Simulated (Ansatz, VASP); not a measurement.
**HfC: VASP beside Ansatz**

```
Hf C
1.0
     0.00000    2.32500    2.32500
     2.32500    0.00000    2.32500
     2.32500    2.32500    0.00000
Hf C
1 1
Direct
  0.45699 0.54301 0.54301
  0.00000 0.00000 0.00000
```

Alike in both runs: task single point; functional PBE; k mesh 12 × 12 × 12; occupations fermi-dirac, width 0.05 eV; no spin polarisation.

|  | VASP | Ansatz |
| --- | --- | --- |
| version | VASP 6.6.1 | Ansatz 0.2.0 |
| potentials or method | VASP PAW PBE potentials, release 64 (Hf_pv, C), cutoff 520 eV | all-electron LAPW, scalar-relativistic |

Ansatz gave:

- pressure (GPa): 4.0
- traceless stress, the component that is largest in VASP (GPa): 8.32
- rms of the force components (eV/Å): 0.995

Task: What did VASP give for the same quantities?

Result: Pressure (GPa): 3.3; traceless stress, the component that is largest in VASP (GPa): 8.50; rms of the force components (eV/Å): 0.993.

Atom by atom the forces differ by 0.001 eV/Å (rms over components). Ansatz ran all-electron here, and VASP with PAW potentials.

Spin-orbit coupling is off throughout.
